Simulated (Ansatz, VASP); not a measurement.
Ge in VASP and in Ansatz

```
Ge
1.0
     5.96927    0.00000    0.00000
     0.00000    5.96927    0.00000
     0.00000    0.00000    7.02623
Ge
12
Direct
  0.08909 0.08909 0.00000
  0.41091 0.58909 0.75000
  0.91091 0.91091 0.50000
  0.58909 0.41091 0.25000
  0.17217 0.36945 0.25705
  0.13055 0.67217 0.00705
  0.82783 0.63055 0.75705
  0.86945 0.32783 0.50705
  0.67217 0.13055 0.99295
  0.63055 0.82783 0.24295
  0.32783 0.86945 0.49295
  0.36945 0.17217 0.74295
```

Change from the starting cell: volume scaled by 1.02, ions relaxed.

Alike in both runs: functional PBE; k mesh 8 × 8 × 7; occupations fermi-dirac, width 0.02 eV; no spin polarisation.

Ansatz relaxed the structure, and its values are those at the end. VASP's run is a single point on that final structure, the one shown.

```csv
,VASP,Ansatz
version,VASP 6.6.1,Ansatz 0.2.0
potentials or method,"VASP PAW PBE potentials, release 64 (Ge_d)","plane-wave PAW, scalar-relativistic"
plane-wave cutoff (eV),500,420
valence electrons in the cell,168,168
```

|  | VASP | Ansatz | Ansatz less VASP |
| --- | --- | --- | --- |
| pressure (GPa) | 1.6 | 1.7 | +0.10 |
| rms of the force components (eV/Å) | 0.004 | 0.004 | +0.0001 |

Ansatz's warnings: stress scf threshold loose.
